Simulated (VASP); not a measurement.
Write the native input for VASP 6.6.1 that does the following.

| Property | Result |
| --- | --- |
| Task | single point |
| Functional | LDA |
| Potentials or basis | VASP PAW LDA potentials, release 64 (Si) |
| Cutoff | 520 eV |
| k mesh | 8 × 8 × 8 |
| Occupations | gaussian, width 0.01 eV |
| Spin | no spin polarisation |
| Dipole correction | no |
| Further INCAR settings | ALGO = Normal; EDIFF = 1e-06; NBANDS = 11 |

The structure of Si lies in POSCAR:

```
Si
1.0
    0.0000000000      2.7507280000      2.7507280000
    2.7507280000      0.0000000000      2.7507280000
    2.7507280000      2.7507280000      0.0000000000
Si
2
Direct
    0.0000000000      0.0000000000      0.0000000000
    0.2500000000      0.2500000000      0.2500000000
```

These files were run (other wordings do the same):

INCAR

```
SYSTEM = Si
ALGO = Normal
EDIFF = 1E-6
ENCUT = 520
GGA = CA
ISIF = 2
ISMEAR = 0
LASPH = .TRUE.
LCHARG = .FALSE.
LREAL = .FALSE.
LWAVE = .FALSE.
NBANDS = 11
NELM = 100
PREC = Accurate
SIGMA = 0.01
```

KPOINTS

```
k-points
0
G
  8 8 8
  0 0 0
```

Potentials or basis: VASP PAW LDA potentials, release 64 (Si).

The run is started by

```sh
$ cat potpaw_LDA.64/Si/POTCAR > POTCAR
$ mpirun -np 1 vasp_std > vasp.out
```

It gave:

| Quantity | Value |
| --- | --- |
| Pressure | -4.7 GPa |
| Band gap on the k mesh | 0.57 eV, indirect (least direct gap 2.45 eV) |

It took 11 s on 1 thread of Intel Xeon 8259CL, with other jobs on the host, peak memory 0.14 GiB.
